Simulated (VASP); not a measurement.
# Te2Mo in VASP: single point with LDA

Aim: the single point of Te2Mo with LDA.

All numbers are computed with VASP 6.6.1; they aren't measurements. Logs are shortened: lines on timing, memory, paths and dates and some standing lists are left out, and cuts for length are marked.

## Step 1: The cell of the first run

The cell holds a slab with vacuum, 3 atoms: a = 3.560 Å, b = 3.560 Å, c = 17.524 Å, α = 90.00°, β = 90.00°, γ = 120.00°.

## Step 2: Single point, LDA

Input file POSCAR:

```
Te2Mo
1.0
    3.5602300000      0.0000000000      0.0000000000
   -1.7801200000      3.0832500000      0.0000000000
    0.0000000000      0.0000000000     17.5240600000
Te Mo
2 1
Direct
    0.3333333333      0.6666666667      0.8978600000
    0.3333333333      0.6666666667      0.1021400000
    0.0000000000      0.0000000000      0.0000000000
```

Input file INCAR.step1:

```
ALGO = Normal
EDIFF = 1E-6
ENCUT = 400
GGA_COMPAT = F
ISIF = 2
ISMEAR = -1
ISYM = 0
LASPH = T
LCHARG = T
LMAXMIX = 4
LORBIT = 11
LREAL = F
LWAVE = F
NBANDS = 20
NEDOS = 2001
NELM = 120
PREC = Accurate
SIGMA = 0.15
```

Input file KPOINTS.step1:

```
Automatic mesh
0
Gamma
  9 9 2
  0.5 0.5 0.5
```

Input file INCAR.step2:

```
ALGO = Normal
EDIFF = 1E-6
ENCUT = 400
GGA_COMPAT = F
ICHARG = 11
ISIF = 2
ISMEAR = -5
ISYM = 0
LASPH = T
LCHARG = F
LMAXMIX = 4
LORBIT = 11
LREAL = F
LWAVE = F
NEDOS = 1001
NELM = 120
PREC = Accurate
SIGMA = 0.15
```

Input file KPOINTS.step2:

```
k-points
0
Gamma
  14 14 3
```

Potentials or basis: VASP PAW LDA potentials, release 64 (Te, Mo_sv).

Run with:

```sh
> cat potpaw_LDA.64/Te/POTCAR potpaw_LDA.64/Mo_sv/POTCAR > POTCAR
> cp INCAR.step1 INCAR
> cp KPOINTS.step1 KPOINTS
> mpirun -np 1 vasp_std > vasp.out
> cp INCAR.step2 INCAR
> cp KPOINTS.step2 KPOINTS
> mpirun -np 1 vasp_std > vasp.out
```

OUTCAR:

```text
EDIFF = 1E-6
   ENCUT = 400
   ICHARG = 11
   ISIF = 2
   ISMEAR = -5
   ISYM = 0
   LASPH = T
   LORBIT = 11
   LREAL = F
   NELM = 120
   PREC = Accurate

 ion  position               nearest neighbor table
   1  0.333  0.667  0.898-   3 2.73   3 2.73   3 2.73   2 3.58
   2  0.333  0.667  0.102-   3 2.73   3 2.73   3 2.73   1 3.58
   3  0.000  0.000  0.000-   1 2.73   2 2.73   1 2.73   2 2.73   1 2.73   2 2.73

IMPORTANT INFORMATION: All symmetrisations will be switched off!
NOSYMM: (Re-)initialisation of all symmetry stuff for point group C_1.

----------------------------------------------------------------------------------------

                                     Primitive cell

  volume of cell :     192.3630

  direct lattice vectors                    reciprocal lattice vectors
     3.560230000  0.000000000  0.000000000     0.280880730  0.162167001  0.000000000
    -1.780120000  3.083250000  0.000000000     0.000000000  0.324333090  0.000000000
     0.000000000  0.000000000 17.524060000     0.000000000  0.000000000  0.057064402

  length of vectors
     3.560230000  3.560232826 17.524060000     0.324333348  0.324333090  0.057064402

  position of ions in fractional coordinates (direct lattice)
     0.333333333  0.666666667  0.897860000
     0.333333333  0.666666667  0.102140000
     0.000000000  0.000000000  0.000000000

  ion indices of the primitive-cell ions
   primitive index   ion index
                 1           1
                 2           2
                 3           3

----------------------------------------------------------------------------------------

 KPOINTS: k-points

Automatic generation of k-mesh.
 Grid dimensions read from file:
 generate k-points for:   14   14    3

 Generating k-lattice:

  Cartesian coordinates                     Fractional coordinates (reciprocal lattice)
     0.020062909  0.011583357  0.000000000     0.071428571 -0.000000000  0.000000000
     0.000000000  0.023166649  0.000000000     0.000000000  0.071428571  0.000000000
     0.000000000  0.000000000  0.019021467     0.000000000  0.000000000  0.333333333

  Length of vectors
     0.023166668  0.023166649  0.019021467

  Shift w.r.t. Gamma in fractional coordinates (k-lattice)
     0.000000000  0.000000000  0.000000000

 TETIRR: Found   1764 inequivalent tetrahedra from     3528

 Subroutine IBZKPT returns following result:
 ===========================================

 Found    296 irreducible k-points:

 Following reciprocal coordinates:
            Coordinates               Weight
  0.000000  0.000000  0.000000      1.000000
  0.071429 -0.000000  0.000000      2.000000
  0.000000  0.071429  0.000000      2.000000
 -0.071429  0.071429  0.000000      2.000000
  0.142857  0.000000  0.000000      2.000000
  0.000000  0.142857  0.000000      2.000000
[... 16 lines left out ...]
  0.071429  0.071429  0.000000      2.000000
 -0.071429  0.142857  0.000000      2.000000
 [... further k-points ...]
   k-points           NKPTS =    296   k-points in BZ     NKDIM =    296   number of bands    NBANDS=     17
   number of dos      NEDOS =   1001   number of ions     NIONS =      3
   total plane-waves  NPLWV =  69120
   dimension x,y,z NGX =    24 NGY =   24 NGZ =  120
   dimension x,y,z NGXF=    48 NGYF=   48 NGZF=  240
   ions per type =               2   1
   NGX,Y,Z   is equivalent  to a cutoff of  11.21, 11.21, 11.38 a.u.
   NGXF,Y,Z  is equivalent  to a cutoff of  22.41, 22.41, 22.77 a.u.
 SYSTEM =  unknown system
   PREC   = accura    normal or accurate (medium, high low for compatibility)
   ISTART =      0    job   : 0-new  1-cont  2-samecut
   ICHARG =     11    charge: 1-file 2-atom 10-const
   ISPIN  =      1    spin polarized calculation?
   LNONCOLLINEAR =      F non collinear calculations
   LSORBIT =      F    spin-orbit coupling
   LASPH  =      T    aspherical Exc in radial PAW
   ENCUT  =  400.0 eV  29.40 Ry    5.42 a.u.   5.81  5.81 28.58*2*pi/ulx,y,z
   NELM   =    120;   NELMIN=  2; NELMDL=  0     # of ELM steps
   EDIFF  = 0.1E-05   stopping-criterion for ELM
   LREAL  =      F    real-space projection
   EDIFFG = 0.1E-04   stopping-criterion for IOM
   NSW    =      0    number of steps for IOM
   IBRION =     -1    ionic relax: 0-MD 1-quasi-New 2-CG
   NFREE  =      0    steps in history (QN), initial steepest desc. (CG)
   ISIF   =      2    stress and relaxation
   ISYM   =      0    0-nonsym 1-usesym 2-fastsym
   POTIM  = 0.5000    time-step for ionic-motion
   TEBEG  =    0.0;   TEEND  =   0.0 temperature during run
   PSTRESS=    0.0 pullay stress
   NELECT =      26.0000    total number of electrons
   NUPDOWN=      -1.0000    fix difference up-down
   EMIN   =  10.00;   EMAX   =-10.00  energy-range for DOS
   EFERMI =   0.00;   METHOD = LEGACY
   ISMEAR =    -5;   SIGMA  =   0.15  broadening in eV -4-tet -1-fermi 0-gaus
   EFERMI_NEDOS =   21; number of points for ismear=-14 and -15
   IALGO  =     38    algorithm
   IMIX   =      4    mixing-type and parameters
     AMIX     =   0.40;   BMIX     =  1.00
     AMIX_MAG =   1.60;   BMIX_MAG =  1.00
  volume/ion in A,a.u.               =      64.12       432.71
  Fermi-wavevector in a.u.,A,eV,Ry     =   0.840154  1.587660  9.603786  0.705858
  Thomas-Fermi vector in A             =   1.954489
   LORBIT       =     11    0 simple, 1 ext, 2 COOP (PROOUT), +10 PAW based schemes
   GGA     = CA    functional components
   LHFCALC =     F    Hartree Fock is set to
   AEXX    =    0.0000 exact exchange contribution
   IVDW    =     0    specifies the selected vdW correction
   LEPSILON=     F    determine dielectric tensor
   LRPA    =     F    only Hartree local field effects (RPA)
 non-spin polarized calculation
 Fermi weights with tetrahedron method with Bloechl corrections
  energy-cutoff  :      400.00
  volume of cell :      192.36
 maximum number of plane-waves:      3520

 number of electron      25.9999995 magnetization

 Free energy of the ion-electron system (eV)
  ---------------------------------------------------
  ext. energy  EPLUGINS =         0.00000000
  ---------------------------------------------------
  free energy    TOTEN  =       -20.41109301 eV

  energy without entropy =      -20.41109301  energy(sigma->0) =      -20.41109301

 E-fermi :  -0.1399     XC(G=0):  -4.8285

 val. band max:       -0.1698352934   @ k =  -0.3571  -0.3571   0.3333
 cond. band min:       0.9575726586   @ k =   0.3571   0.3571   0.0000
 fundamental gap:      1.1274079520
 Fermi energy:        -0.1398771666

 k-point     1 :       0.0000    0.0000    0.0000
  band No.  band energies     occupation
      1     -60.4339      2.00000
      2     -34.7711      2.00000
      3     -34.6659      2.00000
      4     -34.6659      2.00000
      5     -12.6725      2.00000
      6     -11.6921      2.00000
[... 9 lines left out ...]
     16       3.2216      0.00000
     17       3.2220      0.00000

 k-point     2 :       0.0714   -0.0000    0.0000
  band No.  band energies     occupation
      1     -60.4335      2.00000
      2     -34.7698      2.00000
      3     -34.6717      2.00000
      4     -34.6673      2.00000
      5     -12.6041      2.00000
      6     -11.6457      2.00000
[... 9 lines left out ...]
     16       2.9932      0.00000
     17       3.0700      0.00000

 k-point     3 :       0.0000    0.0714    0.0000
  band No.  band energies     occupation
      1     -60.4335      2.00000
      2     -34.7698      2.00000
      3     -34.6717      2.00000
      4     -34.6673      2.00000
      5     -12.6041      2.00000
      6     -11.6457      2.00000
[... 9 lines left out ...]
     16       2.9946      0.00000
     17       3.0850      0.00000

 k-point     4 :      -0.0714    0.0714    0.0000
  band No.  band energies     occupation
      1     -60.4335      2.00000
      2     -34.7698      2.00000
      3     -34.6717      2.00000
      4     -34.6673      2.00000
      5     -12.6041      2.00000
      6     -11.6457      2.00000
[... 9 lines left out ...]
     16       2.9933      0.00000
     17       3.0703      0.00000

 k-point     5 :       0.1429    0.0000    0.0000
  band No.  band energies     occupation
      1     -60.4323      2.00000
      2     -34.7661      2.00000
      3     -34.6881      2.00000
      4     -34.6711      2.00000
      5     -12.4037      2.00000
      6     -11.5098      2.00000
[... 9 lines left out ...]
     16       2.6969      0.00000
     17       3.1494      0.00000

 k-point     6 :       0.0000    0.1429    0.0000
  band No.  band energies     occupation
      1     -60.4323      2.00000
      2     -34.7661      2.00000
      3     -34.6881      2.00000
      4     -34.6711      2.00000
      5     -12.4037      2.00000
      6     -11.5098      2.00000
[... 9 lines left out ...]
     16       2.6969      0.00000
     17       3.1494      0.00000
[... 281 lines left out ...]
 k-point    21 :       0.0000    0.5000    0.0000
  band No.  band energies     occupation
      1     -60.4254      2.00000
      2     -34.7827      2.00000
      3     -34.7447      2.00000
      4     -34.6933      2.00000
      5     -10.7715      2.00000
      6     -10.4471      2.00000
[... 9 lines left out ...]
     16       3.1724      0.00000
     17       3.5891      0.00000

 k-point    22 :       0.5000    0.5000    0.0000
  band No.  band energies     occupation
      1     -60.4254      2.00000
      2     -34.7827      2.00000
      3     -34.7447      2.00000
      4     -34.6933      2.00000
      5     -10.7715      2.00000
      6     -10.4471      2.00000
[... 9 lines left out ...]
     16       3.1724      0.00000
     17       3.5872      0.00000

 k-point    23 :       0.0714    0.0714    0.0000
  band No.  band energies     occupation
      1     -60.4327      2.00000
      2     -34.7673      2.00000
      3     -34.6826      2.00000
      4     -34.6700      2.00000
      5     -12.4697      2.00000
      6     -11.5544      2.00000
[... 9 lines left out ...]
     16       2.7667      0.00000
     17       3.1031      0.00000

 k-point    24 :      -0.0714    0.1429    0.0000
  band No.  band energies     occupation
      1     -60.4327      2.00000
      2     -34.7673      2.00000
      3     -34.6826      2.00000
      4     -34.6700      2.00000
      5     -12.4697      2.00000
      6     -11.5544      2.00000
[... 9 lines left out ...]
     16       2.7667      0.00000
     17       3.1026      0.00000

 [... further k-points ...]

------------------------ aborting loop because EDIFF is reached ----------------------------------------

  FORCE on cell =-STRESS in cart. coord.  units (eV):
  Direction    XX          YY          ZZ          XY          YZ          ZX
  --------------------------------------------------------------------------------------
  -------------------------------------------------------------------------------------
  Total       -2.4722603     -2.4721639     -1.4050720      0.0001253     -0.0000010      0.0000003
  in kB      -20.5912759    -20.5904724    -11.7027425      0.0010440     -0.0000080      0.0000027
  external PRESSURE =     -17.6281636 kB  Pullay stress =       0.0000000 kB

 VOLUME and BASIS-vectors are now :
 -----------------------------------------------------------------------------
  energy-cutoff  :      400.00
  volume of cell :      192.36
      direct lattice vectors                 reciprocal lattice vectors
     3.560230000  0.000000000  0.000000000     0.280880730  0.162167001  0.000000000
    -1.780120000  3.083250000  0.000000000     0.000000000  0.324333090  0.000000000
     0.000000000  0.000000000 17.524060000     0.000000000  0.000000000  0.057064402

 POSITION                                       TOTAL-FORCE (eV/Angst)
 -----------------------------------------------------------------------------------
     -0.00000      2.05550     15.73415        -0.000005     -0.000000      0.367129
     -0.00000      2.05550      1.78991        -0.000004     -0.000000     -0.367130
      0.00000      0.00000      0.00000         0.000010      0.000000      0.000001
 -----------------------------------------------------------------------------------
    total drift:                               -0.000007      0.000003     -0.000000

  FREE ENERGIE OF THE ION-ELECTRON SYSTEM (eV)
  ---------------------------------------------------
  free  energy   TOTEN  =       -20.4110930054 eV

  energy  without entropy=      -20.4110930054  energy(sigma->0) =      -20.41109301

 total charge

# of ion       s       p       d       tot
------------------------------------------
    1        1.389   1.985   0.062   3.436
    2        1.389   1.985   0.062   3.436
    3        2.256   6.144   3.981  12.381
--------------------------------------------------
tot          5.034  10.114   4.105  19.253
```

Wall time 11 min (1 thread of AMD EPYC 9R45 (Zen 5), shared host); peak memory 0.68 GiB.

What came out:

- Valence electrons inside the program's atomic spheres: Te 3.44; Mo 12.38

Caveat: spin-orbit coupling is left out, which moves the levels of the heavy elements.
